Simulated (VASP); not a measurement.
# AlFe (P1) in VASP: further runs

AlFe is run at these levels: PBE; tasks: single point.

Program: VASP 6.6.1. These are calculated values, not measurements. Logs are shortened: lines on timing, memory, paths and dates and some standing lists are left out, and cuts for length are marked.

## (1) The cell of the first run

The typed cell holds 8 atoms: a = 6.195 Å, b = 6.195 Å, c = 3.098 Å, α = 90.00°, β = 90.00°, γ = 90.00°.

## (2) Single point, PBE, collinear spin, antiferromagnetic start

Input file INCAR:

```
PREC     = Accurate       # precision mode
ENCUT    = 520            # plane-wave cutoff, eV
EDIFF    = 1E-6           # SCF threshold, eV
ISMEAR   = -1             # smearing method
SIGMA    = 0.1            # smearing width, eV
LREAL    = F              # projectors in reciprocal space
LASPH    = T              # aspherical terms in the spheres
NELM     = 150            # most SCF steps
ALGO     = Normal         # electronic algorithm
ISIF     = 2              # what is computed and relaxed
LWAVE    = F              # write WAVECAR
LCHARG   = T              # write CHGCAR
ISPIN    = 2              # spin polarisation
MAGMOM   = 4 -4 -4 4 0 0 0 0 # initial moments
LORBIT   = 11             # projections on sites
LMAXMIX  = 4              # l up to which the mixer works
GGA      = PE             # functional
LELF     = T              # ELF
LVHAR    = T            
NBANDS   = 36             # bands
```

Input file KPOINTS:

```
Automatic mesh
0
Gamma
  1 1 1
```

Input file POSCAR:

```
AlFe
1.0
    6.1951931340      0.0000000000      0.0000000000
    0.0000000000      6.1951931340      0.0000000000
    0.0000000000      0.0000000000      3.0975965660
Fe Al
4 4
Direct
    0.0054509800     -0.0034117650      0.0241960780
   -0.0087450980      0.5067843140      0.0289019610
    0.5092156860      0.0045882350      0.0275686270
    0.4958823530      0.4955686270      0.0131372550
    0.2541960780      0.2529411760      0.5278823530
    0.2549019610      0.7532549020      0.5187058820
    0.7456470590      0.2463529410      0.5292941180
    0.7403921570      0.7504313730      0.5258431370
```

Potentials or basis: VASP PAW PBE potentials, release 64 (Fe, Al).

On the command line:

```bash
cat potpaw_PBE.64/Fe/POTCAR potpaw_PBE.64/Al/POTCAR > POTCAR
mpirun -np 1 vasp_gam > vasp.out
```

OUTCAR:

```text
PREC = Accurate
   ENCUT = 520
   EDIFF = 1E-6
   ISMEAR = -1
   LREAL = F
   LASPH = T
   NELM = 150
   ISIF = 2
   ISPIN = 2
   LORBIT = 11
   GGA = PE

 ion  position               nearest neighbor table
   1  0.005  0.997  0.024-   6 2.65   6 2.67   5 2.69   5 2.71   7 2.71   8 2.72   7 2.73   8 2.73
                             2 3.04   3 3.07   3 3.12
   2  0.991  0.507  0.029-   8 2.66   8 2.67   6 2.70   7 2.70   7 2.71   6 2.74   5 2.74   5 2.75
                             1 3.04   4 3.07
   3  0.509  0.005  0.028-   7 2.60   7 2.61   8 2.63   8 2.64   6 2.69   5 2.69   5 2.70   6 2.72
                             4 3.04   1 3.07   1 3.12
   4  0.496  0.496  0.013-   5 2.60   7 2.65   5 2.65   8 2.66   6 2.67   6 2.69   8 2.70   7 2.71
                             3 3.04   2 3.07
   5  0.254  0.253  0.528-   4 2.60   4 2.65   3 2.69   1 2.69   3 2.70   1 2.71   2 2.74   2 2.75
                             7 3.04   6 3.10   6 3.10   7 3.15
   6  0.255  0.753  0.519-   1 2.65   1 2.67   4 2.67   3 2.69   4 2.69   2 2.70   3 2.72   2 2.74
                             8 3.01   5 3.10   5 3.10   8 3.19
   7  0.746  0.246  0.529-   3 2.60   3 2.61   4 2.65   2 2.70   2 2.71   4 2.71   1 2.71   1 2.73
                             5 3.04   8 3.07   8 3.12   5 3.15
   8  0.740  0.750  0.526-   3 2.63   3 2.64   2 2.66   4 2.66   2 2.67   4 2.70   1 2.72   1 2.73
                             6 3.01   7 3.07   7 3.12   6 3.19

  LATTYP: Found a simple tetragonal cell.
 ALAT       =     6.1951931340
 C/A-ratio  =     0.4999999998

  Lattice vectors:

 A1 = (   6.1951931340,   0.0000000000,   0.0000000000)
 A2 = (   0.0000000000,   6.1951931340,   0.0000000000)
 A3 = (   0.0000000000,   0.0000000000,   3.0975965660)

Analysis of symmetry for initial positions (statically):
=====================================================================
 Subroutine PRICEL returns:
 Original cell was already a primitive cell.

 Routine SETGRP: Setting up the symmetry group for a
 simple tetragonal supercell.

 Subroutine GETGRP returns: Found  1 space group operations
 (whereof  1 operations were pure point group operations)
 out of a pool of 16 trial point group operations.

The static configuration has the point symmetry C_1 .

Analysis of symmetry for dynamics (positions and initial velocities):
=====================================================================
 Subroutine PRICEL returns:
 Original cell was already a primitive cell.

 Routine SETGRP: Setting up the symmetry group for a
 simple tetragonal supercell.

 Subroutine GETGRP returns: Found  1 space group operations
 (whereof  1 operations were pure point group operations)
 out of a pool of 16 trial point group operations.

The dynamic configuration has the point symmetry C_1 .
[... 145 lines left out ...]
  free energy    TOTEN  =       -58.17045231 eV

  energy without entropy =      -57.84352909  energy(sigma->0) =      -58.00699070

 E-fermi :   7.2134     XC(G=0): -11.0837

 val. band max:        7.0693767096   @ k =   0.0000   0.0000   0.0000
 cond. band min:       7.2204327868   @ k =   0.0000   0.0000   0.0000
 fundamental gap:      0.1510560772
 Fermi energy:         7.2133712965

 spin component 1

 k-point     1 :       0.0000    0.0000    0.0000
  band No.  band energies     occupation
      1      -3.2907      1.00000
      2       0.1258      1.00000
      3       0.1319      1.00000
      4       0.7985      1.00000
      5       0.8711      1.00000
      6       1.7410      1.00000
[... 26 lines left out ...]
     33      14.0359      0.00000
     34      14.0425      0.00000
 Fermi energy:         7.2133712965

 spin component 2

 k-point     1 :       0.0000    0.0000    0.0000
  band No.  band energies     occupation
      1      -3.2885      1.00000
      2       0.1304      1.00000
      3       0.1314      1.00000
      4       0.7962      1.00000
      5       0.9259      1.00000
      6       1.7464      1.00000
[... 26 lines left out ...]
     33      14.0362      0.00000
     34      14.0405      0.00000
 [bands above 34 left out]

------------------------ aborting loop because EDIFF is reached ----------------------------------------

  FORCE on cell =-STRESS in cart. coord.  units (eV):
  Direction    XX          YY          ZZ          XY          YZ          ZX
  --------------------------------------------------------------------------------------
  -------------------------------------------------------------------------------------
  Total       11.8326026     12.1230962    -58.4157159     -0.0398347      0.0171537     -0.0065114
  in kB      159.4616702    163.3764974   -787.2374242     -0.5368312      0.2311717     -0.0877512
  external PRESSURE =    -154.7997522 kB  Pullay stress =       0.0000000 kB

 VOLUME and BASIS-vectors are now :
 -----------------------------------------------------------------------------
  energy-cutoff  :      520.00
  volume of cell :      118.89
      direct lattice vectors                 reciprocal lattice vectors
     6.195193134  0.000000000  0.000000000     0.161415468  0.000000000  0.000000000
     0.000000000  6.195193134  0.000000000     0.000000000  0.161415468  0.000000000
     0.000000000  0.000000000  3.097596566     0.000000000  0.000000000  0.322830936

 POSITION                                       TOTAL-FORCE (eV/Angst)
 -----------------------------------------------------------------------------------
      0.03377      6.17406      0.07495        -0.181268      0.085693      0.036913
      6.14102      3.13963      0.08953         0.279706     -0.134295     -0.054781
      3.15469      0.02843      0.08540        -0.405366     -0.068448     -0.044720
      3.07209      3.07014      0.04069         0.140264      0.127467      0.181403
      1.57479      1.56702      1.63517        -0.097296     -0.093160     -0.060447
      1.57917      4.66656      1.60674         0.024368      0.008187      0.026768
      4.61943      1.52620      1.63954         0.150281      0.059059     -0.048324
      4.58687      4.64907      1.62885         0.089310      0.015497     -0.036811
 -----------------------------------------------------------------------------------
    total drift:                               -0.000244     -0.000592      0.000547

  FREE ENERGIE OF THE ION-ELECTRON SYSTEM (eV)
  ---------------------------------------------------
  free  energy   TOTEN  =       -58.1704523133 eV

  energy  without entropy=      -57.8435290872  energy(sigma->0) =      -58.00699070

 total charge

# of ion       s       p       d       tot
------------------------------------------
    1        0.450   0.327   6.234   7.011
    2        0.449   0.327   6.223   6.999
    3        0.459   0.332   6.322   7.113
    4        0.454   0.332   6.296   7.082
    5        0.450   0.303   0.000   0.753
    6        0.450   0.303   0.000   0.753
    7        0.450   0.306   0.000   0.756
    8        0.450   0.306   0.000   0.757
--------------------------------------------------
tot          3.612   2.538  25.075  31.224

 magnetization (x)

# of ion       s       p       d       tot
------------------------------------------
    1        0.004   0.019   2.588   2.611
    2       -0.006  -0.019  -2.605  -2.630
    3       -0.004  -0.015  -2.001  -2.020
    4        0.003   0.018   2.402   2.423
    5       -0.001  -0.002   0.000  -0.003
    6       -0.001  -0.001   0.000  -0.001
    7        0.001  -0.001   0.000   0.000
    8        0.001  -0.000   0.000   0.001
--------------------------------------------------
tot         -0.003   0.000   0.385   0.382
```

OSZICAR:

```text
N       E                     dE             d eps       ncg     rms          rms(c)
DAV:   1     0.319740539875E+03    0.31974E+03   -0.18362E+04   144   0.142E+03
DAV:   2    -0.330220526015E+02   -0.35276E+03   -0.32689E+03   152   0.315E+02
[... 32 lines left out ...]
DAV:  35    -0.581704030491E+02   -0.41367E-04   -0.30786E-04   208   0.139E-01    0.837E-02
DAV:  36    -0.581704338655E+02   -0.30816E-04   -0.33338E-04   212   0.144E-01    0.573E-02
DAV:  37    -0.581704452781E+02   -0.11413E-04   -0.17608E-04   224   0.984E-02    0.239E-02
DAV:  38    -0.581704497513E+02   -0.44731E-05   -0.29855E-05   208   0.433E-02    0.145E-02
DAV:  39    -0.581704517560E+02   -0.20047E-05   -0.23556E-05   160   0.325E-02    0.917E-03
DAV:  40    -0.581704523133E+02   -0.55729E-06   -0.81564E-06   132   0.203E-02
   1 F= -.58170452E+02 E0= -.58006991E+02  d E =-.326923E+00  mag=     0.3768
```

It took 54 s on 1 thread of Intel Xeon Platinum 8488C (Sapphire Rapids), shared host; peak memory 0.25 GiB.

Results:

```
Free energy                                           : -58.1705 eV
Pressure                                              : -15.5 GPa
Largest force                                         : 0.414 eV/Å
Band gap on the k mesh                                : 0.15 eV
Net moment                                            : 0.38 μB per cell
Site moments                                          : Fe +2.61, -2.63, -2.02, +2.42; Al -0.00, +0.00 μB
Valence electrons inside the program's atomic spheres : Fe 7.01, 7.00, 7.11, 7.08; Al 0.75, 0.76
```

Forces on the atoms (eV/Å):
```
Fe  -0.181  0.086  0.037
Fe   0.280 -0.134 -0.055
Fe  -0.405 -0.068 -0.045
Fe   0.140  0.127  0.181
Al  -0.097 -0.093 -0.060
Al   0.024  0.008  0.027
Al   0.150  0.059 -0.048
Al   0.089  0.015 -0.037
```

Caveat: the k points lie up to 2.03 Å⁻¹ apart. A k mesh can miss the band edges.

## (3) Single point, PBE, collinear spin, antiferromagnetic start

Input file INCAR:

```
SYSTEM = AlFe
PREC = Accurate
ENCUT = 520
EDIFF = 1E-6
ISMEAR = -1
SIGMA = 0.1
LREAL = .False.
LASPH = .True.
NELM = 150
ALGO = Normal
ISIF = 2
LWAVE = .False.
LCHARG = .False.
ISPIN = 2
MAGMOM = 4 -4 -4 4 0 0 0 0
LORBIT = 11
LMAXMIX = 4
GGA = PE
NBANDS = 36
```

Input file KPOINTS:

```
Automatic mesh
0
Gamma
  1 1 1
  0 0 0
```

POSCAR is that of step 2.

Potentials or basis: VASP PAW PBE potentials, release 64 (Fe, Al).

On the command line:

```bash
cat potpaw_PBE.64/Fe/POTCAR potpaw_PBE.64/Al/POTCAR > POTCAR
mpirun -np 1 vasp_gam > vasp.out
```

It took 64 s on 1 thread of Intel Xeon Platinum 8488C (Sapphire Rapids), shared host; peak memory 0.25 GiB.

It converged, with:

| Quantity | Value |
| --- | --- |
| Free energy | -58.1705 eV |
| Pressure | -15.5 GPa |
| Largest force | 0.414 eV/Å |
| Band gap on the k mesh | 0.15 eV |
| Net moment | 0.38 μB per cell |
| Site moments | Fe +2.61, -2.63, -2.02, +2.42; Al -0.00, +0.00 μB |
| Valence electrons inside the program's atomic spheres | Fe 7.01, 7.00, 7.11, 7.08; Al 0.75, 0.76 |

Forces in eV/Å, atoms in the order of the input:
```
Fe  -0.181  0.086  0.037
Fe   0.280 -0.134 -0.055
Fe  -0.405 -0.068 -0.045
Fe   0.140  0.127  0.181
Al  -0.097 -0.093 -0.060
Al   0.024  0.008  0.027
Al   0.150  0.059 -0.048
Al   0.089  0.015 -0.037
```

Stress tensor (GPa, compression positive):
```
 15.95  -0.05  -0.01
 -0.05  16.34   0.02
 -0.01   0.02 -78.72
```

Levels at points of the mesh, in eV from the valence-band top:
Spin up:
| k point | band 18 | band 19 | band 20 | band 21 | band 22 | band 23 | band 24 | band 25 | band 26 | band 27 |
| --- | --- | --- | --- | --- | --- | --- | --- | --- | --- | --- |
| (0.00, 0.00, 0.00) | -2.10 | -0.95 | -0.80 | -0.57 | 0.00 | 0.31 | 0.34 | 0.42 | 0.45 | 0.86 |
Spin down:
| k point | band 18 | band 19 | band 20 | band 21 | band 22 | band 23 | band 24 | band 25 |
| --- | --- | --- | --- | --- | --- | --- | --- | --- |
| (0.00, 0.00, 0.00) | -1.94 | -0.91 | -0.88 | -0.34 | 0.15 | 0.23 | 0.53 | 0.58 |

Caveat: the k points lie up to 2.03 Å⁻¹ apart.
